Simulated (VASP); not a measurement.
# TiAl: single point with HSE06

Crystal: TiAl.

```
CELL_PARAMETERS angstrom
3.16946 0.00000 0.00000
0.00000 3.16946 0.00000
0.00000 0.00000 3.16946
ATOMIC_POSITIONS crystal
Ti 0.00000 0.00000 0.00000
Al 0.50000 0.50000 0.50000
```

```yaml
Program: VASP 6.6.1
Task: single point
Functional: HSE06
Potentials_or_basis: VASP PAW PBE potentials, release 64 (Ti_sv, Al)
Cutoff: 520 eV
k_mesh: 4 × 4 × 4
Occupations: fermi-dirac, width 0.05 eV
Spin: no spin polarisation
Dipole_correction: no
Grid_for_exact_exchange_PRECFOCK: Normal
Further_INCAR_settings: ALGO = Normal; EDIFF = 1e-06; NBANDS = 14
Screening_parameter: 0.2079 1/Å
```

```json
{
 "Pressure": "-0.1 GPa"
}
```

Levels at points of the mesh, in eV from the Fermi level:
| k point | band 4 | band 5 | band 6 | band 7 | band 8 | band 9 | band 10 | band 11 |
| --- | --- | --- | --- | --- | --- | --- | --- | --- |
| (0.00, 0.00, 0.00) | -36.43 | -10.81 | -2.08 | -2.08 | 2.66 | 2.66 | 2.66 | 4.91 |
| (0.50, 0.00, 0.00) | -36.41 | -7.11 | -6.26 | -1.05 | 0.62 | 0.62 | 2.91 | 3.46 |
| (0.50, 0.50, 0.00) | -36.40 | -5.78 | -2.72 | -2.72 | -2.04 | 1.35 | 1.35 | 3.13 |
| (0.50, 0.50, 0.50) | -36.58 | -3.60 | -3.60 | -3.60 | 0.95 | 3.10 | 3.10 | 3.10 |

It took 6.8 min on 1 thread of Intel(R) Xeon(R) Platinum 8259CL CPU @ 2.50GHz (Skylake/Cascade Lake) (shared host), peak memory 0.24 GiB.

Caveat: the k points lie up to 0.50 Å⁻¹ apart; the PAW data sets were made with another functional, which shifts forces and pressure a little.
